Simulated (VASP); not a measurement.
# IrCl4 (Cmmm) in VASP: single point with PBEsol

Aim: the single point of IrCl4 with PBEsol.

All numbers are computed with VASP 6.6.1; they aren't measurements. Logs are shortened: lines on timing, memory, paths and dates and some standing lists are left out, and cuts for length are marked.

## Step 1: The cell of the first run

Symmetry: Cmmm, No. 65, orthorhombic system. The conventional cell has a = 7.858 Å, b = 8.252 Å, c = 3.528 Å, α = 90.00°, β = 90.00°, γ = 90.00°. Within 3.1 Å of Cl (site symmetry m2m) lie 2 Ir at 2.36 Å. Within 3.0 Å of Cl (site symmetry 2mm) lie 1 Ir at 2.24 Å. Ir (site symmetry mmm) has 6 Cl at 2.24 to 2.36 Å within 3.0 Å.

## Step 2: Single point, PBEsol

Contents of INCAR:

```
SYSTEM = IrCl4
PREC = Accurate
ENCUT = 500
EDIFF = 1E-6
ISMEAR = -1
SIGMA = 0.0213
LREAL = .False.
LASPH = .True.
NELM = 120
ALGO = Normal
ISIF = 2
LWAVE = .False.
LCHARG = .False.
GGA = PS
NBANDS = 26
GGA_COMPAT = .False.
```

Contents of KPOINTS:

```
regular mesh
0
Gamma
  6 6 10
  0 0 0
```

Contents of POSCAR:

```
IrCl4
1.0
    3.9292380000      4.1259730000      0.0000000000
    3.9292380000     -4.1259730000      0.0000000000
    0.0000000000      0.0000000000     -3.5283360000
Cl Ir
4 1
Direct
    0.1894000000      0.8106000000      0.5000000000
    0.8106000000      0.1894000000      0.5000000000
    0.2852000000      0.2852000000      0.0000000000
    0.7148000000      0.7148000000      0.0000000000
    0.0000000000      0.0000000000      0.0000000000
```

Potentials or basis: VASP PAW PBE potentials, release 64 (Cl, Ir).

Run with:

```
> cat potpaw_PBE.64/Cl/POTCAR potpaw_PBE.64/Ir/POTCAR > POTCAR
> mpirun -np 1 vasp_std > vasp.out
```

OUTCAR:

```text
SYSTEM = IrCl4
   PREC = Accurate
   ENCUT = 500
   EDIFF = 1E-6
   ISMEAR = -1
   LREAL = .False.
   LASPH = .True.
   NELM = 120
   ISIF = 2
   GGA = PS

 ion  position               nearest neighbor table
   1  0.189  0.811  0.500-   5 2.36   5 2.36
   2  0.811  0.189  0.500-   5 2.36   5 2.36
   3  0.285  0.285  0.000-   5 2.24
   4  0.715  0.715  0.000-   5 2.24
   5  0.000  0.000  0.000-   3 2.24   4 2.24   1 2.36   2 2.36   1 2.36   2 2.36

  LATTYP: Found a base centered orthorhombic cell.
 ALAT       =     7.8584760000
 B/A-ratio  =     1.0500695046
 C/A-ratio  =     0.4489847650

  Lattice vectors:

 A1 = (   3.9292380000,   4.1259730000,   0.0000000000)
 A2 = (   3.9292380000,  -4.1259730000,   0.0000000000)
 A3 = (   0.0000000000,   0.0000000000,  -3.5283360000)

Analysis of symmetry for initial positions (statically):
=====================================================================
 Subroutine PRICEL returns:
 Original cell was already a primitive cell.

 Routine SETGRP: Setting up the symmetry group for a
 base centered orthorhombic supercell.

 Subroutine GETGRP returns: Found  8 space group operations
 (whereof  8 operations were pure point group operations)
 out of a pool of  8 trial point group operations.

The static configuration has the point symmetry D_2h.

Analysis of symmetry for dynamics (positions and initial velocities):
=====================================================================
 Subroutine PRICEL returns:
 Original cell was already a primitive cell.

 Routine SETGRP: Setting up the symmetry group for a
 base centered orthorhombic supercell.

 Subroutine GETGRP returns: Found  8 space group operations
 (whereof  8 operations were pure point group operations)
 out of a pool of  8 trial point group operations.

The dynamic configuration has the point symmetry D_2h.

 Subroutine INISYM returns: Found  8 space group operations
 (whereof  8 operations are pure point group operations),
 and found     1 'primitive' translations

----------------------------------------------------------------------------------------

                                     Primitive cell

  volume of cell :     114.4023

  direct lattice vectors                    reciprocal lattice vectors
     3.929238000  4.125973000  0.000000000     0.127251136  0.121183537  0.000000000
     3.929238000 -4.125973000  0.000000000     0.127251136 -0.121183537  0.000000000
     0.000000000  0.000000000 -3.528336000     0.000000000  0.000000000 -0.283419720

  length of vectors
     5.697592865  5.697592865  3.528336000     0.175722227  0.175722227  0.283419720

  position of ions in fractional coordinates (direct lattice)
     0.189400000  0.810600000  0.500000000
     0.810600000  0.189400000  0.500000000
     0.285200000  0.285200000  0.000000000
     0.714800000  0.714800000  0.000000000
     0.000000000  0.000000000  0.000000000

  ion indices of the primitive-cell ions
   primitive index   ion index
                 1           1
                 2           2
                 3           3
                 4           4
                 5           5

----------------------------------------------------------------------------------------

 KPOINTS: regular mesh

Automatic generation of k-mesh.
 Grid dimensions read from file:
 generate k-points for:    6    6   10

 Generating k-lattice:

  Cartesian coordinates                     Fractional coordinates (reciprocal lattice)
     0.021208523  0.020197256  0.000000000     0.166666667  0.000000000  0.000000000
     0.021208523 -0.020197256  0.000000000     0.000000000  0.166666667  0.000000000
     0.000000000  0.000000000 -0.028341972     0.000000000  0.000000000  0.100000000

  Length of vectors
     0.029287038  0.029287038  0.028341972

  Shift w.r.t. Gamma in fractional coordinates (k-lattice)
     0.000000000  0.000000000  0.000000000

 Subroutine IBZKPT returns following result:
 ===========================================

 Found     78 irreducible k-points:

 Following reciprocal coordinates:
            Coordinates               Weight
  0.000000  0.000000  0.000000      1.000000
  0.166667  0.000000  0.000000      4.000000
  0.333333  0.000000  0.000000      4.000000
  0.500000 -0.000000  0.000000      2.000000
  0.166667  0.166667  0.000000      2.000000
  0.333333  0.166667  0.000000      4.000000
[... 16 lines left out ...]
  0.333333  0.333333  0.100000      4.000000
  0.500000  0.333333  0.100000      8.000000
 [... further k-points ...]
   k-points           NKPTS =     78   k-points in BZ     NKDIM =     78   number of bands    NBANDS=     26
   number of dos      NEDOS =    301   number of ions     NIONS =      5
   total plane-waves  NPLWV =  49392
   dimension x,y,z NGX =    42 NGY =   42 NGZ =   28
   dimension x,y,z NGXF=    84 NGYF=   84 NGZF=   56
   ions per type =               4   1
   NGX,Y,Z   is equivalent  to a cutoff of  12.25, 12.25, 13.19 a.u.
   NGXF,Y,Z  is equivalent  to a cutoff of  24.51, 24.51, 26.39 a.u.
 SYSTEM =  IrCl4
   PREC   = accura    normal or accurate (medium, high low for compatibility)
   ISTART =      0    job   : 0-new  1-cont  2-samecut
   ICHARG =      2    charge: 1-file 2-atom 10-const
   ISPIN  =      1    spin polarized calculation?
   LNONCOLLINEAR =      F non collinear calculations
   LSORBIT =      F    spin-orbit coupling
   LASPH  =      T    aspherical Exc in radial PAW
   ENCUT  =  500.0 eV  36.75 Ry    6.06 a.u.  10.39 10.39  6.43*2*pi/ulx,y,z
   NELM   =    120;   NELMIN=  2; NELMDL= -5     # of ELM steps
   EDIFF  = 0.1E-05   stopping-criterion for ELM
   LREAL  =      F    real-space projection
   EDIFFG = 0.1E-04   stopping-criterion for IOM
   NSW    =      0    number of steps for IOM
   IBRION =     -1    ionic relax: 0-MD 1-quasi-New 2-CG
   NFREE  =      0    steps in history (QN), initial steepest desc. (CG)
   ISIF   =      2    stress and relaxation
   ISYM   =      2    0-nonsym 1-usesym 2-fastsym
   POTIM  = 0.5000    time-step for ionic-motion
   TEBEG  =    0.0;   TEEND  =   0.0 temperature during run
   PSTRESS=    0.0 pullay stress
   NELECT =      37.0000    total number of electrons
   NUPDOWN=      -1.0000    fix difference up-down
   EMIN   =  10.00;   EMAX   =-10.00  energy-range for DOS
   EFERMI =   0.00;   METHOD = LEGACY
   ISMEAR =    -1;   SIGMA  =   0.02  broadening in eV -4-tet -1-fermi 0-gaus
   EFERMI_NEDOS =   21; number of points for ismear=-14 and -15
   IALGO  =     38    algorithm
   IMIX   =      4    mixing-type and parameters
     AMIX     =   0.40;   BMIX     =  1.00
     AMIX_MAG =   1.60;   BMIX_MAG =  1.00
  volume/ion in A,a.u.               =      22.88       154.40
  Fermi-wavevector in a.u.,A,eV,Ry     =   1.123735  2.123551 17.181166  1.262780
  Thomas-Fermi vector in A             =   2.260403
   LORBIT       =      0    0 simple, 1 ext, 2 COOP (PROOUT), +10 PAW based schemes
   GGA     = PS    functional components
   LHFCALC =     F    Hartree Fock is set to
   AEXX    =    0.0000 exact exchange contribution
   IVDW    =     0    specifies the selected vdW correction
   LEPSILON=     F    determine dielectric tensor
   LRPA    =     F    only Hartree local field effects (RPA)
 non-spin polarized calculation
  energy-cutoff  :      500.00
  volume of cell :      114.40
 maximum number of plane-waves:      2929
 NGX is ok and might be reduce to    42
   NGX = 21   NGY = 21   NGZ = 13

 number of electron      37.0000005 magnetization

 Free energy of the ion-electron system (eV)
  ---------------------------------------------------
  ext. energy  EPLUGINS =         0.00000000
  ---------------------------------------------------
  free energy    TOTEN  =       -19.77550601 eV

  energy without entropy =      -19.76600708  energy(sigma->0) =      -19.77075655

 E-fermi :   2.1072     XC(G=0):  -9.3276

 val. band max:        2.1028445035   @ k =   0.5000  -0.0000   0.1000
 cond. band min:       2.1072434098   @ k =  -0.1667   0.1667   0.3000
 fundamental gap:      0.0043989063
 Fermi energy:         2.1072343127

 k-point     1 :       0.0000    0.0000    0.0000
  band No.  band energies     occupation
      1     -14.2292      2.00000
      2     -13.1020      2.00000
      3     -12.4260      2.00000
      4     -12.0908      2.00000
      5      -4.4385      2.00000
      6      -3.9567      2.00000
[... 18 lines left out ...]
     25       9.9828      0.00000
     26      10.9232      0.00000

 k-point     2 :       0.1667    0.0000    0.0000
  band No.  band energies     occupation
      1     -14.2052      2.00000
      2     -13.1179      2.00000
      3     -12.4191      2.00000
      4     -12.1260      2.00000
      5      -4.3673      2.00000
      6      -3.9597      2.00000
[... 18 lines left out ...]
     25      10.0713      0.00000
     26      11.2247      0.00000

 k-point     3 :       0.3333    0.0000    0.0000
  band No.  band energies     occupation
      1     -14.1535      2.00000
      2     -13.1527      2.00000
      3     -12.4072      2.00000
      4     -12.1942      2.00000
      5      -4.2691      2.00000
      6      -3.9657      2.00000
[... 18 lines left out ...]
     25      10.1377      0.00000
     26      11.7924      0.00000

 k-point     4 :       0.5000   -0.0000    0.0000
  band No.  band energies     occupation
      1     -14.1255      2.00000
      2     -13.1721      2.00000
      3     -12.4028      2.00000
      4     -12.2266      2.00000
      5      -4.2452      2.00000
      6      -3.9686      2.00000
[... 18 lines left out ...]
     25      10.2480      0.00000
     26      11.3164      0.00000
[... 496 lines left out ...]
      1     -14.1154      2.00000
      2     -13.1559      2.00000
      3     -12.4398      2.00000
      4     -12.0877      2.00000
      5      -4.2216      2.00000
      6      -3.9364      2.00000
[... 18 lines left out ...]
     25      10.5662      0.00000
     26      11.2133      0.00000

 k-point    23 :       0.3333    0.3333    0.1000
  band No.  band energies     occupation
      1     -14.0263      2.00000
      2     -13.1716      2.00000
      3     -12.4746      2.00000
      4     -12.1984      2.00000
      5      -4.0901      2.00000
      6      -3.9579      2.00000
[... 18 lines left out ...]
     25      10.8232      0.00000
     26      11.8907      0.00000

 k-point    24 :       0.5000    0.3333    0.1000
  band No.  band energies     occupation
      1     -14.0040      2.00000
      2     -13.1878      2.00000
      3     -12.5278      2.00000
      4     -12.1528      2.00000
      5      -4.1060      2.00000
      6      -3.9661      2.00000
[... 18 lines left out ...]
     25      11.0010      0.00000
     26      11.4565      0.00000

 [... further k-points ...]

------------------------ aborting loop because EDIFF is reached ----------------------------------------

  FORCE on cell =-STRESS in cart. coord.  units (eV):
  Direction    XX          YY          ZZ          XY          YZ          ZX
  --------------------------------------------------------------------------------------
  -------------------------------------------------------------------------------------
  Total        2.3551517     -0.5545174     -1.7047939      0.0000000      0.0000000      0.0000000
  in kB       32.9833540     -7.7658873    -23.8752441      0.0000000      0.0000000      0.0000000
  external PRESSURE =       0.4474075 kB  Pullay stress =       0.0000000 kB

 VOLUME and BASIS-vectors are now :
 -----------------------------------------------------------------------------
  energy-cutoff  :      500.00
  volume of cell :      114.40
      direct lattice vectors                 reciprocal lattice vectors
     3.929238000  4.125973000  0.000000000     0.127251136  0.121183537  0.000000000
     3.929238000 -4.125973000  0.000000000     0.127251136 -0.121183537  0.000000000
     0.000000000  0.000000000 -3.528336000     0.000000000  0.000000000 -0.283419720

 POSITION                                       TOTAL-FORCE (eV/Angst)
 -----------------------------------------------------------------------------------
      3.92924     -2.56305     -1.76417        -0.000000     -0.203206      0.000000
      3.92924      2.56305     -1.76417        -0.000000      0.203206     -0.000000
      2.24124      0.00000      0.00000         0.548549     -0.000000     -0.000000
      5.61724      0.00000      0.00000        -0.548549     -0.000000      0.000000
      0.00000      0.00000      0.00000         0.000000      0.000000     -0.000000
 -----------------------------------------------------------------------------------
    total drift:                                0.000000     -0.000000     -0.000000

  FREE ENERGIE OF THE ION-ELECTRON SYSTEM (eV)
  ---------------------------------------------------
  free  energy   TOTEN  =       -19.7755060114 eV

  energy  without entropy=      -19.7660070835  energy(sigma->0) =      -19.77075655
```

Run time: 4.8 min. Hardware: 1 thread of Intel Xeon 8259CL, shared host; peak memory 0.34 GiB.

Results:

```yaml
Free_energy: -19.7755 eV
Pressure: 0.0 GPa
Largest_force: 0.549 eV/Å
```

Forces on the atoms (eV/Å):
```
Cl   0.000 -0.203  0.000
Cl   0.000  0.203  0.000
Cl   0.549  0.000  0.000
Cl  -0.549  0.000  0.000
Ir   0.000  0.000  0.000
```

Levels at points of the mesh, in eV from the Fermi level:
| k point | band 16 | band 17 | band 18 | band 19 | band 20 | band 21 | band 22 | band 23 |
| --- | --- | --- | --- | --- | --- | --- | --- | --- |
| (0.00, 0.00, 0.00) | -1.03 | -0.93 | -0.36 | 0.22 | 2.02 | 2.77 | 5.37 | 6.60 |
| (0.50, 0.00, 0.00) | -1.32 | -1.03 | -0.15 | 0.08 | 2.04 | 2.98 | 7.01 | 7.03 |
| (0.50, 0.50, 0.00) | -1.60 | -1.23 | 0.22 | 0.37 | 1.96 | 1.99 | 6.92 | 7.59 |
| (0.00, 0.00, 0.50) | -1.73 | -1.59 | -0.16 | 0.09 | 1.86 | 2.08 | 6.94 | 8.57 |
| (0.50, 0.00, 0.50) | -1.57 | -1.55 | -0.35 | -0.31 | 1.93 | 2.95 | 7.26 | 7.96 |
| (0.50, 0.50, 0.50) | -1.51 | -1.24 | -0.59 | -0.11 | 1.90 | 2.81 | 5.88 | 7.11 |

Caveat: the PAW data sets were made with another functional, which shifts forces and pressure a little; spin-orbit coupling is left out, which moves the levels of the heavy elements; an odd number of electrons without spin polarisation forces a metal; a magnetic or distorted state may lie lower.
